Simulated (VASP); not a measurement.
# ZnCd2Se3 (Cmmm) in VASP: a series of runs

ZnCd2Se3 is run at these levels: PBEsol; tasks: single point, relaxation of cell and atoms.

All numbers are computed with VASP 6.6.1; they aren't measurements. Logs are shortened: lines on timing, memory, paths and dates and some standing lists are left out, and cuts for length are marked.

## Step 1: The cell of the first run

Symmetry: Cmmm, No. 65, orthorhombic system. The conventional cell has a = 6.332 Å, b = 12.246 Å, c = 3.975 Å, α = 90.00°, β = 90.00°, γ = 90.00°. Within 4.8 Å of Zn (site symmetry mmm) lie 10 Se at 3.65 to 4.31 Å and 2 Zn at 3.98 Å and 8 Cd at 3.98 Å. Within 3.7 Å of Cd (site symmetry 2/m) lie 6 Se at 2.83 to 3.45 Å and 2 Cd at 3.17 Å. Se (site symmetry m2m) has 2 Se at 2.69 Å and 4 Cd at 2.83 Å within 3.6 Å. Within 3.6 Å of Se (site symmetry mmm) lie 4 Se at 2.69 Å and 4 Cd at 3.45 Å.

## Step 2: Single point, PBEsol

Input file INCAR:

```
SYSTEM = ZnCd2Se3
PREC = Accurate ; ENCUT = 520
EDIFF = 1E-6 ; ISMEAR = -1
SIGMA = 0.03 ; LREAL = .FALSE.
LASPH = .TRUE. ; NELM = 80
ALGO = Normal ; ISIF = 2
LWAVE = .FALSE. ; LCHARG = .FALSE.
GGA = PS ; NBANDS = 36
```

Input file KPOINTS:

```
regular mesh
0
G
  4 4 4
  0 0 0
```

Input file POSCAR:

```
ZnCd2Se3
1.0
    3.1660475411     -6.1228925983      0.0000000000
    3.1660475411      6.1228925983      0.0000000000
    0.0000000000      0.0000000000      3.9751387046
Zn Cd Se
1 2 3
Direct
    0.5000000000      0.5000000000      0.0000000000
    0.0000000000      0.5000000000      0.5000000000
    0.5000000000      0.0000000000      0.5000000000
    0.1483978331      0.8516021669      0.0000000000
    0.8516021669      0.1483978331      0.0000000000
    0.0000000000      0.0000000000      0.5000000000
```

Potentials or basis: VASP PAW PBE potentials, release 64 (Zn, Cd, Se).

Launch:

```bash
$ cat potpaw_PBE.64/Zn/POTCAR potpaw_PBE.64/Cd/POTCAR potpaw_PBE.64/Se/POTCAR > POTCAR
$ mpirun -np 1 vasp_std > vasp.out
```

OUTCAR:

```text
SYSTEM = ZnCd2Se3
   PREC = Accurate
   ENCUT = 520
   EDIFF = 1E-6
   ISMEAR = -1
   LREAL = .FALSE.
   LASPH = .TRUE.
   NELM = 80
   ISIF = 2
   GGA = PS

 ion  position               nearest neighbor table
   1  0.500  0.500  0.000-
   2  0.000  0.500  0.500-   4 2.83   5 2.83   4 2.83   5 2.83   3 3.17   3 3.17
   3  0.500  0.000  0.500-   4 2.83   5 2.83   4 2.83   5 2.83   2 3.17   2 3.17
   4  0.148  0.852  0.000-   6 2.69   6 2.69   2 2.83   2 2.83   3 2.83   3 2.83
   5  0.852  0.148  0.000-   6 2.69   6 2.69   2 2.83   2 2.83   3 2.83   3 2.83
   6  0.000  0.000  0.500-   4 2.69   5 2.69   4 2.69   5 2.69

  LATTYP: Found a base centered orthorhombic cell.
 ALAT       =     6.3320950822
 B/A-ratio  =     1.9339231388
 C/A-ratio  =     0.6277762183

  Lattice vectors:

 A1 = (   3.1660475411,  -6.1228925983,   0.0000000000)
 A2 = (   3.1660475411,   6.1228925983,   0.0000000000)
 A3 = (   0.0000000000,   0.0000000000,   3.9751387046)

Analysis of symmetry for initial positions (statically):
=====================================================================
 Subroutine PRICEL returns:
 Original cell was already a primitive cell.

 Routine SETGRP: Setting up the symmetry group for a
 base centered orthorhombic supercell.

 Subroutine GETGRP returns: Found  8 space group operations
 (whereof  8 operations were pure point group operations)
 out of a pool of  8 trial point group operations.

The static configuration has the point symmetry D_2h.

Analysis of symmetry for dynamics (positions and initial velocities):
=====================================================================
 Subroutine PRICEL returns:
 Original cell was already a primitive cell.

 Routine SETGRP: Setting up the symmetry group for a
 base centered orthorhombic supercell.

 Subroutine GETGRP returns: Found  8 space group operations
 (whereof  8 operations were pure point group operations)
 out of a pool of  8 trial point group operations.

The dynamic configuration has the point symmetry D_2h.

 Subroutine INISYM returns: Found  8 space group operations
 (whereof  8 operations are pure point group operations),
 and found     1 'primitive' translations

----------------------------------------------------------------------------------------

                                     Primitive cell

  volume of cell :     154.1191

  direct lattice vectors                    reciprocal lattice vectors
     3.166047541 -6.122892598  0.000000000     0.157925613 -0.081660750  0.000000000
     3.166047541  6.122892598  0.000000000     0.157925613  0.081660750  0.000000000
     0.000000000  0.000000000  3.975138705     0.000000000  0.000000000  0.251563549

  length of vectors
     6.893016089  6.893016089  3.975138705     0.177789138  0.177789138  0.251563549

  position of ions in fractional coordinates (direct lattice)
     0.500000000  0.500000000  0.000000000
     1.000000000  0.500000000  0.500000000
     0.500000000  1.000000000  0.500000000
     0.148397833  0.851602167  0.000000000
     0.851602167  0.148397833  0.000000000
     0.000000000  0.000000000  0.500000000

  ion indices of the primitive-cell ions
   primitive index   ion index
                 1           1
                 2           2
                 3           3
                 4           4
                 5           5
                 6           6

----------------------------------------------------------------------------------------

 KPOINTS: regular mesh

Automatic generation of k-mesh.
 Grid dimensions read from file:
 generate k-points for:    4    4    4

 Generating k-lattice:

  Cartesian coordinates                     Fractional coordinates (reciprocal lattice)
     0.039481403 -0.020415187  0.000000000     0.250000000 -0.000000000  0.000000000
     0.039481403  0.020415187  0.000000000    -0.000000000  0.250000000  0.000000000
     0.000000000  0.000000000  0.062890887     0.000000000  0.000000000  0.250000000

  Length of vectors
     0.044447284  0.044447284  0.062890887

  Shift w.r.t. Gamma in fractional coordinates (k-lattice)
     0.000000000  0.000000000  0.000000000

 Subroutine IBZKPT returns following result:
 ===========================================

 Found     21 irreducible k-points:

 Following reciprocal coordinates:
            Coordinates               Weight
  0.000000  0.000000  0.000000      1.000000
  0.250000  0.000000  0.000000      4.000000
  0.500000  0.000000  0.000000      2.000000
  0.250000  0.250000  0.000000      2.000000
  0.500000  0.250000  0.000000      4.000000
 -0.250000  0.250000  0.000000      2.000000
[... 13 lines left out ...]
 -0.250000  0.250000  0.500000      2.000000
  0.500000  0.500000  0.500000      1.000000
   k-points           NKPTS =     21   k-points in BZ     NKDIM =     21   number of bands    NBANDS=     36
   number of dos      NEDOS =    301   number of ions     NIONS =      6
   total plane-waves  NPLWV =  87480
   dimension x,y,z NGX =    54 NGY =   54 NGZ =   30
   dimension x,y,z NGXF=   108 NGYF=  108 NGZF=   60
   ions per type =               1   2   3
   NGX,Y,Z   is equivalent  to a cutoff of  13.02, 13.02, 12.55 a.u.
   NGXF,Y,Z  is equivalent  to a cutoff of  26.05, 26.05, 25.09 a.u.
 SYSTEM =  ZnCd2Se3
   PREC   = accura    normal or accurate (medium, high low for compatibility)
   ISTART =      0    job   : 0-new  1-cont  2-samecut
   ICHARG =      2    charge: 1-file 2-atom 10-const
   ISPIN  =      1    spin polarized calculation?
   LNONCOLLINEAR =      F non collinear calculations
   LSORBIT =      F    spin-orbit coupling
   LASPH  =      T    aspherical Exc in radial PAW
   ENCUT  =  520.0 eV  38.22 Ry    6.18 a.u.  12.82 12.82  7.39*2*pi/ulx,y,z
   NELM   =     80;   NELMIN=  2; NELMDL= -5     # of ELM steps
   EDIFF  = 0.1E-05   stopping-criterion for ELM
   LREAL  =      F    real-space projection
   EDIFFG = 0.1E-04   stopping-criterion for IOM
   NSW    =      0    number of steps for IOM
   IBRION =     -1    ionic relax: 0-MD 1-quasi-New 2-CG
   NFREE  =      0    steps in history (QN), initial steepest desc. (CG)
   ISIF   =      2    stress and relaxation
   ISYM   =      2    0-nonsym 1-usesym 2-fastsym
   POTIM  = 0.5000    time-step for ionic-motion
   TEBEG  =    0.0;   TEEND  =   0.0 temperature during run
   PSTRESS=    0.0 pullay stress
   NELECT =      54.0000    total number of electrons
   NUPDOWN=      -1.0000    fix difference up-down
   EMIN   =  10.00;   EMAX   =-10.00  energy-range for DOS
   EFERMI =   0.00;   METHOD = LEGACY
   ISMEAR =    -1;   SIGMA  =   0.03  broadening in eV -4-tet -1-fermi 0-gaus
   EFERMI_NEDOS =   21; number of points for ismear=-14 and -15
   IALGO  =     38    algorithm
   IMIX   =      4    mixing-type and parameters
     AMIX     =   0.40;   BMIX     =  1.00
     AMIX_MAG =   1.60;   BMIX_MAG =  1.00
  volume/ion in A,a.u.               =      25.69       173.34
  Fermi-wavevector in a.u.,A,eV,Ry     =   1.154128  2.180986 18.123115  1.332011
  Thomas-Fermi vector in A             =   2.290767
   LORBIT       =      0    0 simple, 1 ext, 2 COOP (PROOUT), +10 PAW based schemes
   GGA     = PS    functional components
   LHFCALC =     F    Hartree Fock is set to
   AEXX    =    0.0000 exact exchange contribution
   IVDW    =     0    specifies the selected vdW correction
   LEPSILON=     F    determine dielectric tensor
   LRPA    =     F    only Hartree local field effects (RPA)
 non-spin polarized calculation
  energy-cutoff  :      520.00
  volume of cell :      154.12
 maximum number of plane-waves:      4175
 NGX is ok and might be reduce to    54
   NGX = 25   NGY = 25   NGZ = 15

 number of electron      54.0000018 magnetization

 Free energy of the ion-electron system (eV)
  ---------------------------------------------------
  ext. energy  EPLUGINS =         0.00000000
  ---------------------------------------------------
  free energy    TOTEN  =       -14.41223287 eV

  energy without entropy =      -14.41062318  energy(sigma->0) =      -14.41142802

 E-fermi :   2.2693     XC(G=0):  -9.5644

 val. band max:        2.1299950828   @ k =   0.5000   0.0000   0.0000
 cond. band min:       2.2703631488   @ k =  -0.2500   0.2500   0.5000
 fundamental gap:      0.1403680660
 Fermi energy:         2.2693213182

 k-point     1 :       0.0000    0.0000    0.0000
  band No.  band energies     occupation
      1     -12.9811      2.00000
      2     -11.2253      2.00000
      3      -9.4190      2.00000
      4      -6.9960      2.00000
      5      -6.9655      2.00000
      6      -6.6715      2.00000
[... 28 lines left out ...]
     35       8.1192      0.00000
     36       8.2709      0.00000

 k-point     2 :       0.2500    0.0000    0.0000
  band No.  band energies     occupation
      1     -12.9337      2.00000
      2     -11.3505      2.00000
      3      -9.3100      2.00000
      4      -6.8966      2.00000
      5      -6.8876      2.00000
      6      -6.6403      2.00000
[... 28 lines left out ...]
     35       8.0450      0.00000
     36       8.3935      0.00000

 k-point     3 :       0.5000    0.0000    0.0000
  band No.  band energies     occupation
      1     -12.8809      2.00000
      2     -11.4722      2.00000
      3      -9.2085      2.00000
      4      -6.7275      2.00000
      5      -6.7162      2.00000
      6      -6.6627      2.00000
[... 28 lines left out ...]
     35       7.6224      0.00000
     36       8.7625      0.00000
[... 625 lines left out ...]
 k-point    20 :      -0.2500    0.2500    0.5000
  band No.  band energies     occupation
      1     -11.4108      2.00000
      2     -11.0415      2.00000
      3     -11.0153      2.00000
      4      -7.1124      2.00000
      5      -6.8373      2.00000
      6      -6.7111      2.00000
[... 28 lines left out ...]
     35       6.8045      0.00000
     36       8.3887      0.00000

 k-point    21 :       0.5000    0.5000    0.5000
  band No.  band energies     occupation
      1     -11.4242      2.00000
      2     -11.0169      2.00000
      3     -10.9889      2.00000
      4      -7.1949      2.00000
      5      -6.8819      2.00000
      6      -6.7547      2.00000
[... 28 lines left out ...]
     35       6.2158      0.00000
     36       9.1000      0.00000

------------------------ aborting loop because EDIFF is reached ----------------------------------------

  FORCE on cell =-STRESS in cart. coord.  units (eV):
  Direction    XX          YY          ZZ          XY          YZ          ZX
  --------------------------------------------------------------------------------------
  -------------------------------------------------------------------------------------
  Total        0.1900028      0.1717326      0.2702590      0.0000000      0.0000000      0.0000000
  in kB        1.9752146      1.7852829      2.8095345      0.0000000      0.0000000      0.0000000
  external PRESSURE =       2.1900107 kB  Pullay stress =       0.0000000 kB

 VOLUME and BASIS-vectors are now :
 -----------------------------------------------------------------------------
  energy-cutoff  :      520.00
  volume of cell :      154.12
      direct lattice vectors                 reciprocal lattice vectors
     3.166047541 -6.122892598  0.000000000     0.157925613 -0.081660750  0.000000000
     3.166047541  6.122892598  0.000000000     0.157925613  0.081660750  0.000000000
     0.000000000  0.000000000  3.975138705     0.000000000  0.000000000  0.251563549

 POSITION                                       TOTAL-FORCE (eV/Angst)
 -----------------------------------------------------------------------------------
      3.16605      0.00000      0.00000         0.000000     -0.000000      0.000000
      1.58302      3.06145      1.98757         0.000000     -0.000000      0.000000
      1.58302     -3.06145      1.98757        -0.000000     -0.000000      0.000000
      3.16605      4.30564      0.00000         0.000000      0.023616     -0.000000
      3.16605     -4.30564      0.00000         0.000000     -0.023616      0.000000
      0.00000      0.00000      1.98757         0.000000     -0.000000      0.000000
 -----------------------------------------------------------------------------------
    total drift:                                0.000000      0.000000      0.000000

  FREE ENERGIE OF THE ION-ELECTRON SYSTEM (eV)
  ---------------------------------------------------
  free  energy   TOTEN  =       -14.4122328652 eV

  energy  without entropy=      -14.4106231823  energy(sigma->0) =      -14.41142802
```

Run time: 72 s. Hardware: 1 thread of Intel Xeon 6975P-C (Granite Rapids), shared host; peak memory 0.34 GiB.

Results:

```yaml
Free_energy: -14.4122 eV
Pressure: 0.2 GPa
Largest_force: 0.024 eV/Å
Band_gap_on_the_k_mesh: zero (band 27 reaches 2.53 eV, above the bottom of band 28 at 2.06 eV)
```

Forces on the atoms (eV/Å):
```
Zn   0.000  0.000  0.000
Cd   0.000  0.000  0.000
Cd   0.000  0.000  0.000
Se   0.000  0.024  0.000
Se   0.000 -0.024  0.000
Se   0.000  0.000  0.000
```

Levels at points of the mesh, in eV from the Fermi level:
```
           k point  band 23  band 24  band 25  band 26  band 27  band 28  band 29  band 30  band 31  band 32
(0.00, 0.00, 0.00)    -4.04    -2.47    -1.75    -0.99    -0.38     0.13     0.84     1.15     3.48     4.65
(0.50, 0.00, 0.00)    -2.47    -2.40    -2.06    -1.23    -0.14     0.67     0.99     1.64     2.58     3.37
(0.50, 0.50, 0.00)    -3.05    -2.71    -2.37    -1.98    -1.48     1.41     1.85     2.15     3.18     3.32
(0.00, 0.00, 0.50)    -2.28    -2.06    -1.73    -1.50    -0.47    -0.21     0.96     1.66     2.65     3.34
(0.50, 0.00, 0.50)    -3.01    -2.58    -1.87    -1.15    -0.39     0.13     1.92     2.21     3.25     3.79
(0.50, 0.50, 0.50)    -3.04    -2.50    -1.67    -1.43    -1.10     0.21     0.62     2.35     2.58     3.16
```

Caveat: the k points lie up to 0.40 Å⁻¹ apart; the PAW data sets were made with another functional, which shifts forces and pressure a little.

(Part 1 of 2 ends here.)
